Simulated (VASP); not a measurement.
The system is AgBr (rocksalt type).

```xyz
2
Lattice="0.0000 2.6232 2.6232 2.6232 0.0000 2.6232 2.6232 2.6232 0.0000" Properties=species:S:1:pos:R:3 pbc="T T T"
Ag    0.0000    0.0000    0.0000
Br    2.6232    2.6232    2.6232
```

- Program: VASP 6.6.1
- Task: relaxation of cell and atoms
- Functional: PBE
- Potentials or basis: VASP PAW PBE potentials, release 64 (Ag, Br)
- Cutoff: 500 eV
- k mesh: 13 × 13 × 13
- Occupations: fermi-dirac, width 0.03 eV
- Spin: no spin polarisation

At the start: pressure 29.4 GPa; volume 18.05 Å³/atom.

**Question.** Where does the relaxation end?

**Answer.** Over 22 steps the energy falls by 447.0 meV/atom and the volume is 24.78 Å³/atom (+37.3 %); space group Fm-3m (No. 225, to 0.05 Å).

Step by step:
| step | energy change (eV) | largest force (eV/Å) | pressure (GPa) | volume (Å³) |
| --- | --- | --- | --- | --- |
| 1 | 0.0000 | 0.0000 | 29.44 | 36.10 |
| 2 | -0.8025 | 0.0000 | -3.77 | 56.35 |
| 3 | -0.8931 | 0.0000 | 0.48 | 49.00 |
| 4 | -0.8939 | 0.0000 | -0.11 | 49.70 |
| 5 | -0.8939 | 0.0000 | 0.13 | 49.40 |
| 6 | -0.8939 | 0.0000 | 0.13 | 49.40 |
| 7 | -0.8939 | 0.0000 | 0.13 | 49.40 |
| 8 | -0.8939 | 0.0000 | 0.13 | 49.40 |
| 9 | -0.8939 | 0.0000 | 0.13 | 49.40 |
| 10 | -0.8939 | 0.0000 | 0.13 | 49.40 |
| 11 | -0.8939 | 0.0000 | 0.13 | 49.40 |
| 12 | -0.8939 | 0.0000 | 0.13 | 49.40 |
| 13 | -0.8939 | 0.0000 | 0.13 | 49.41 |
| 14 | -0.8939 | 0.0000 | 0.13 | 49.41 |
| 15 | -0.8939 | 0.0000 | 0.13 | 49.41 |
| 16 | -0.8939 | 0.0000 | 0.12 | 49.41 |
| 17 | -0.8939 | 0.0000 | 0.11 | 49.42 |
| 18 | -0.8939 | 0.0000 | 0.11 | 49.43 |
| 19 | -0.8939 | 0.0000 | 0.08 | 49.46 |
| 20 | -0.8939 | 0.0000 | 0.04 | 49.51 |
| 21 | -0.8939 | 0.0000 | -0.04 | 49.61 |
| 22 | -0.8939 | 0.0000 | 0.00 | 49.56 |

Final structure:
```
CELL_PARAMETERS angstrom
0.00000 2.91540 2.91540
2.91540 0.00000 2.91540
2.91540 2.91540 0.00000
ATOMIC_POSITIONS crystal
Ag 0.00000 0.00000 0.00000
Br 0.50000 0.50000 0.50000
```

Caveat: the volume moved by over 15 % at a fixed basis, so the end points are rough.
